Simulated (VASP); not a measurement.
# K (Im-3m) in VASP: further runs, part 2 of 2

VASP 6.6.1.

**4. Single point, PBEsol**

This run uses another cell than the first one, of 51.98 Å³/atom, 1.505 times its volume.

File INCAR:

```
SYSTEM = K
PREC = Accurate ; ENCUT = 520
EDIFF = 1E-6 ; ISMEAR = -1
SIGMA = 0.05 ; LREAL = .FALSE.
LASPH = .TRUE. ; NELM = 80
ALGO = Normal ; ISIF = 2
LWAVE = .FALSE. ; LCHARG = .TRUE.
GGA = PS ; LELF = .TRUE.
LVHAR = .TRUE. ; NBANDS = 10
```

File KPOINTS:

```
Automatic mesh
0
G
  7 7 7
  0 0 0
```

File POSCAR:

```
K
1.0
   -2.3510601048      2.3510601048      2.3510601048
    2.3510601048     -2.3510601048      2.3510601048
    2.3510601048      2.3510601048     -2.3510601048
K
1
Direct
    0.0000000000      0.0000000000      0.0000000000
```

Potentials or basis: VASP PAW PBE potentials, release 64 (K_sv).

Started as:

```bash
cat potpaw_PBE.64/K_sv/POTCAR > POTCAR
mpirun -np 1 vasp_std > vasp.out
```

OUTCAR:

```text
SYSTEM = K
   PREC = Accurate
   ENCUT = 520
   EDIFF = 1E-6
   ISMEAR = -1
   LREAL = .FALSE.
   LASPH = .TRUE.
   NELM = 80
   ISIF = 2
   GGA = PS

 ion  position               nearest neighbor table
   1  0.000  0.000  0.000-

  LATTYP: Found a body centered cubic cell.
 ALAT       =     4.7021202096

  Lattice vectors:

 A1 = (  -2.3510601048,   2.3510601048,   2.3510601048)
 A2 = (   2.3510601048,  -2.3510601048,   2.3510601048)
 A3 = (   2.3510601048,   2.3510601048,  -2.3510601048)

Analysis of symmetry for initial positions (statically):
=====================================================================
 Subroutine PRICEL returns:
 Original cell was already a primitive cell.

 Routine SETGRP: Setting up the symmetry group for a
 body centered cubic supercell.

 Subroutine GETGRP returns: Found 48 space group operations
 (whereof 48 operations were pure point group operations)
 out of a pool of 48 trial point group operations.

The static configuration has the point symmetry O_h .

Analysis of symmetry for dynamics (positions and initial velocities):
=====================================================================
 Subroutine PRICEL returns:
 Original cell was already a primitive cell.

 Routine SETGRP: Setting up the symmetry group for a
 body centered cubic supercell.

 Subroutine GETGRP returns: Found 48 space group operations
 (whereof 48 operations were pure point group operations)
 out of a pool of 48 trial point group operations.

The dynamic configuration has the point symmetry O_h .

 Subroutine INISYM returns: Found 48 space group operations
 (whereof 48 operations are pure point group operations),
 and found     1 'primitive' translations

----------------------------------------------------------------------------------------

                                     Primitive cell
[... 106 lines left out ...]
  Fermi-wavevector in a.u.,A,eV,Ry     =   0.912442  1.724265 11.327536  0.832550
  Thomas-Fermi vector in A             =   2.036838
   LORBIT       =      0    0 simple, 1 ext, 2 COOP (PROOUT), +10 PAW based schemes
   GGA     = PS    functional components
   LHFCALC =     F    Hartree Fock is set to
   AEXX    =    0.0000 exact exchange contribution
   IVDW    =     0    specifies the selected vdW correction
   LEPSILON=     F    determine dielectric tensor
   LRPA    =     F    only Hartree local field effects (RPA)
 non-spin polarized calculation
  energy-cutoff  :      520.00
  volume of cell :       51.98
 maximum number of plane-waves:      1433
 NGX is ok and might be reduce to    30
   NGX = 15   NGY = 15   NGZ = 15

 number of electron       8.9999999 magnetization

 Free energy of the ion-electron system (eV)
  ---------------------------------------------------
  ext. energy  EPLUGINS =         0.00000000
  ---------------------------------------------------
  free energy    TOTEN  =        -1.04403152 eV

  energy without entropy =       -1.03783358  energy(sigma->0) =       -1.04093255

 E-fermi :   0.7177     XC(G=0):  -6.6436

 val. band max:        0.6554911057   @ k =  -0.2857   0.4286   0.1429
 cond. band min:       0.8700191713   @ k =  -0.4286   0.4286   0.1429
 fundamental gap:      0.2145280656
 Fermi energy:         0.7177187600

 k-point     1 :       0.0000    0.0000    0.0000
  band No.  band energies     occupation
      1     -31.1248      2.00000
      2     -14.5813      2.00000
      3     -14.5813      2.00000
      4     -14.5813      2.00000
      5      -1.9582      2.00000
      6       5.3053      0.00000
      7       5.3053      0.00000
      8       5.3053      0.00000
      9       6.4846      0.00000
     10       6.4846      0.00000
[... 235 lines left out ...]
 k-point    20 :      -0.4286    0.4286    0.4286
  band No.  band energies     occupation
      1     -31.0904      2.00000
      2     -14.7335      2.00000
      3     -14.7253      2.00000
      4     -14.7253      2.00000
      5       1.9516      0.00000
      6       2.2418      0.00000
      7       5.1269      0.00000
      8       5.1269      0.00000
      9       5.1312      0.00000
     10       7.7553      0.00000

------------------------ aborting loop because EDIFF is reached ----------------------------------------

  FORCE on cell =-STRESS in cart. coord.  units (eV):
  Direction    XX          YY          ZZ          XY          YZ          ZX
  --------------------------------------------------------------------------------------
  -------------------------------------------------------------------------------------
  Total        0.6567569      0.6567569      0.6567569      0.0000000      0.0000000     -0.0000000
  in kB       20.2424940     20.2424940     20.2424940      0.0000000      0.0000000     -0.0000000
  external PRESSURE =      20.2424940 kB  Pullay stress =       0.0000000 kB

 VOLUME and BASIS-vectors are now :
 -----------------------------------------------------------------------------
  energy-cutoff  :      520.00
  volume of cell :       51.98
      direct lattice vectors                 reciprocal lattice vectors
    -2.351060105  2.351060105  2.351060105     0.000000000  0.212670020  0.212670020
     2.351060105 -2.351060105  2.351060105     0.212670020  0.000000000  0.212670020
     2.351060105  2.351060105 -2.351060105     0.212670020  0.212670020  0.000000000

 POSITION                                       TOTAL-FORCE (eV/Angst)
 -----------------------------------------------------------------------------------
      0.00000      0.00000      0.00000        -0.000000     -0.000000      0.000000
 -----------------------------------------------------------------------------------
    total drift:                               -0.000000     -0.000000      0.000000

  FREE ENERGIE OF THE ION-ELECTRON SYSTEM (eV)
  ---------------------------------------------------
  free  energy   TOTEN  =        -1.0440315166 eV

  energy  without entropy=       -1.0378335761  energy(sigma->0) =       -1.04093255
```

It used 12 s of CPU time on 1 thread of AMD EPYC 7R13 Processor (Zen 3) (shared host).

What came out:

| Property | Result |
| --- | --- |
| Free energy | -1.0440 eV |
| Pressure | 2.0 GPa |

Levels at points of the mesh, in eV from the Fermi level:
| k point | band 1 | band 2 | band 3 | band 4 | band 5 | band 6 | band 7 | band 8 | band 9 | band 10 |
| --- | --- | --- | --- | --- | --- | --- | --- | --- | --- | --- |
| (0.00, 0.00, 0.00) | -31.84 | -15.30 | -15.30 | -15.30 | -2.68 | 4.59 | 4.59 | 4.59 | 5.77 | 5.77 |

Caveat: the PAW data sets were made with another functional, which shifts forces and pressure a little.

**5. Relaxation of cell and atoms, PBEsol, target pressure 2 GPa, at which the enthalpy is minimised**

This run uses another cell than the first one, of 78.52 Å³/atom, 2.274 times its volume.

File INCAR:

```
SYSTEM = K
PREC     = Accurate       ! precision mode
ENCUT    = 600            ! plane-wave cutoff, eV
EDIFF    = 1E-7           ! SCF threshold, eV
ISMEAR   = -1             ! smearing method
SIGMA    = 0.05           ! smearing width, eV
LREAL    = .False.        ! projectors in reciprocal space
LASPH    = .True.         ! aspherical terms in the spheres
NELM     = 100            ! most SCF steps
ALGO     = Fast           ! electronic algorithm
ISIF     = 3              ! what is computed and relaxed
LWAVE    = .False.        ! write WAVECAR
LCHARG   = .False.        ! write CHGCAR
GGA      = PS             ! functional
IBRION   = 2              ! ionic algorithm
NSW      = 60             ! ionic steps
EDIFFG   = -0.01          ! ionic threshold
PSTRESS  = 20.0
```

File KPOINTS:

```
Automatic mesh
0
Gamma
  7 7 7
  0 0 0
```

File POSCAR:

```
K
1.0
   -2.6975585167      2.6975585167      2.6975585167
    2.6975585167     -2.6975585167      2.6975585167
    2.6975585167      2.6975585167     -2.6975585167
K
1
Direct
    0.0000000000      0.0000000000      0.0000000000
```

Started as:

```bash
cat potpaw_PBE.64/K_sv/POTCAR > POTCAR
mpirun -np 1 vasp_std > vasp.out
```

It used 570 s of CPU time on 1 thread of AMD EPYC 7R13 Processor (Zen 3), on a shared host.

It converged, with:

```yaml
Free_energy: -1.0471 eV
Relaxed_volume: 52.19 Å³/atom
Relaxed_cell: a = 4.077 Å, b = 4.077 Å, c = 4.077 Å, α = 109.47°, β = 109.47°, γ = 109.47°
Space_group_after_relaxing_to_0.05_Å: Im-3m (No. 229)
Energy_change_on_relaxing_the_enthalpy_is_what_falls: +83.3 meV/atom
Ionic_steps: 6
Pressure_after_relaxing: 2.0 GPa
```

Step by step:
| step | energy change (eV) | largest force (eV/Å) | pressure (GPa) | volume (Å³) |
| --- | --- | --- | --- | --- |
| 1 | 0.0000 | 0.0000 | -0.32 | 78.52 |
| 2 | -0.0045 | 0.0000 | 0.28 | 66.31 |
| 3 | 0.0414 | 0.0000 | 1.31 | 56.27 |
| 4 | 0.3919 | 0.0000 | 6.50 | 39.35 |
| 5 | 0.0742 | 0.0000 | 1.86 | 52.94 |
| 6 | 0.0833 | 0.0000 | 2.01 | 52.19 |

Final structure:
```
CELL_PARAMETERS angstrom
-2.35413 2.35413 2.35413
2.35413 -2.35413 2.35413
2.35413 2.35413 -2.35413
ATOMIC_POSITIONS crystal
K 0.00000 0.00000 0.00000
```

Levels at points of the mesh, in eV from the Fermi level:
```
           k point  band 3  band 4  band 5  band 6  band 7  band 8
(0.00, 0.00, 0.00)  -15.30  -15.30   -2.67    4.59    4.59    4.59
```

Caveat: the cell is relaxed towards a set pressure, so the enthalpy falls and the energy may rise; the volume moved by over 15 % at a fixed basis, so the end points are rough; the PAW data sets were made with another functional, which shifts forces and pressure a little.

**6. Relaxation of cell and atoms, PBEsol, target pressure 5 GPa, at which the enthalpy is minimised**

This run uses another cell than the first one, of 78.52 Å³/atom, 2.274 times its volume.

File INCAR:

```
ALGO = Normal ; EDIFF = 1E-6
EDIFFG = -0.01 ; ENCUT = 600
GGA = PS ; IBRION = 2
ISIF = 3 ; ISMEAR = -1
LASPH = True ; LCHARG = False
LREAL = False ; LWAVE = False
NELM = 80 ; NSW = 60
PREC = Accurate ; PSTRESS = 50.0
SIGMA = 0.05
```

File KPOINTS:

```
k-points
0
Gamma
  7 7 7
```

POSCAR is that of step 5.

Potentials or basis: VASP PAW PBE potentials, release 64 (K_sv).

Started as:

```bash
cat potpaw_PBE.64/K_sv/POTCAR > POTCAR
mpirun -np 1 vasp_std > vasp.out
```

It used 250 s of CPU time on 1 thread of AMD EPYC 7R13 Processor (Zen 3) (shared host).

The run converged. Its results:

| Item | Value |
| --- | --- |
| Free energy | -0.8455 eV |
| Relaxed volume | 42.36 Å³/atom |
| Relaxed cell | a = 3.804 Å, b = 3.804 Å, c = 3.804 Å, α = 109.47°, β = 109.47°, γ = 109.47° |
| Space group after relaxing (to 0.05 Å) | Im-3m (No. 229) |
| Energy change on relaxing (the enthalpy is what falls) | +284.8 meV/atom |
| Ionic steps | 18 |
| Pressure after relaxing | 5.0 GPa |

The path:
```csv
step,energy change (eV),largest force (eV/Å),pressure (GPa),volume (Å³)
1,0.0000,0.0000,-0.31,78.52
2,0.0796,0.0000,1.95,52.49
3,0.2182,0.0000,4.01,44.75
4,0.2962,0.0000,5.13,42.00
5,0.2779,0.0000,4.87,42.59
6,0.2780,0.0000,4.85,42.58
7,0.2783,0.0000,4.87,42.57
8,0.2783,0.0000,4.87,42.57
9,0.2783,0.0000,4.87,42.57
10,0.2783,0.0000,4.87,42.57
11,0.2783,0.0000,4.87,42.57
12,0.2784,0.0000,4.86,42.57
13,0.2785,0.0000,4.85,42.57
14,0.2787,0.0000,4.87,42.56
15,0.2791,0.0000,4.87,42.55
16,0.2799,0.0000,4.87,42.52
17,0.2815,0.0000,4.92,42.47
18,0.2848,0.0000,4.97,42.36
```

Final structure:
```cif
data_structure
_symmetry_space_group_name_H-M 'P 1'
_symmetry_Int_Tables_number 1
_cell_length_a 3.8035
_cell_length_b 3.8035
_cell_length_c 3.8035
_cell_angle_alpha 109.471
_cell_angle_beta 109.471
_cell_angle_gamma 109.471
_cell_volume 42.36
loop_
_atom_site_label
_atom_site_type_symbol
_atom_site_fract_x
_atom_site_fract_y
_atom_site_fract_z
_atom_site_occupancy
K1 K 0.00000 0.00000 0.00000 1
```

Levels at points of the mesh, in eV from the Fermi level:
```csv
k point,band 2,band 3,band 4,band 5,band 6,band 7,band 8
"(0.00, 0.00, 0.00)",-15.27,-15.27,-15.27,-3.02,4.65,4.65,4.65
```

Caveat: the cell is relaxed towards a set pressure, so the enthalpy falls and the energy may rise; the volume moved by over 15 % at a fixed basis, so the end points are rough; the PAW data sets were made with another functional, which shifts forces and pressure a little.

**7. The runs side by side**

```tsv
task	cell	cutoff (eV)	gap on the mesh (eV)	pressure (GPa)
single point	a = 3.553 Å, angles 109.5°, 1 atom	520	none	10.0
single point	a = 3.801 Å, angles 109.5°, 1 atom	520	none	5.0
single point	a = 4.072 Å, angles 109.5°, 1 atom	520	none	2.0
relaxation of cell and atoms	relaxed to 2 GPa from a = 4.672 Å, angles 109.5°, 1 atom	600	none	2.0
relaxation of cell and atoms	relaxed to 5 GPa from a = 4.672 Å, angles 109.5°, 1 atom	600	none	5.0
```

Alike in all rows: level PBEsol; potentials or basis VASP PAW PBE potentials, release 64 (K_sv); no spin polarisation; k mesh 7 × 7 × 7; smearing fermi-dirac 0.05 eV.

Caveats: the PAW data sets were made with another functional, which shifts forces and pressure a little; the cell is relaxed towards a set pressure, so the enthalpy falls and the energy may rise (some runs); the volume moved by over 15 % at a fixed basis, so the end points are rough (some runs).

Absolute energies hang on the potentials; compare differences alone.
